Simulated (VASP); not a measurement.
Sb: single point with PBEsol

Crystal: Sb.

```
Sb
1.0
     2.15420    1.24373    3.75800
    -2.15420    1.24373    3.75800
     0.00000   -2.48746    3.75800
Sb
2
Direct
  0.23349 0.23349 0.23349
  0.76651 0.76651 0.76651
```

```json
{"Program": "VASP 6.6.1", "Task": "single point", "Functional": "PBEsol", "Potentials or basis": "VASP PAW PBE potentials, release 64 (Sb)", "Cutoff": "520 eV", "k mesh": "9 × 9 × 9", "Occupations": "fermi-dirac, width 0.1 eV", "Spin": "no spin polarisation"}
```

```json
{
 "Pressure": "0.2 GPa",
 "Largest force": "0.194 eV/Å",
 "Band gap on the k mesh": "0.08 eV, indirect (least direct gap 0.49 eV)"
}
```

Forces on the atoms (eV/Å):
```
Sb   0.000  0.000  0.194
Sb   0.000  0.000 -0.194
```

Stress tensor (GPa, compression positive):
```
 0.39  0.00  0.00
 0.00  0.39  0.00
 0.00  0.00 -0.10
```

Levels at points of the mesh, in eV from the valence-band top:
| k point | band 2 | band 3 | band 4 | band 5 | band 6 | band 7 | band 8 | band 9 |
| --- | --- | --- | --- | --- | --- | --- | --- | --- |
| (0.00, 0.00, 0.00) | -4.73 | -1.98 | -1.72 | -1.72 | 2.12 | 2.77 | 2.77 | 5.14 |

Run time: 92 s on 1 thread of Intel Xeon 8259CL, on a shared host, peak memory 0.22 GiB.

Caveat: the PAW data sets were made with another functional, which shifts forces and pressure a little; spin-orbit coupling is left out, which moves the levels of the heavy elements. A k mesh can miss the band edges.
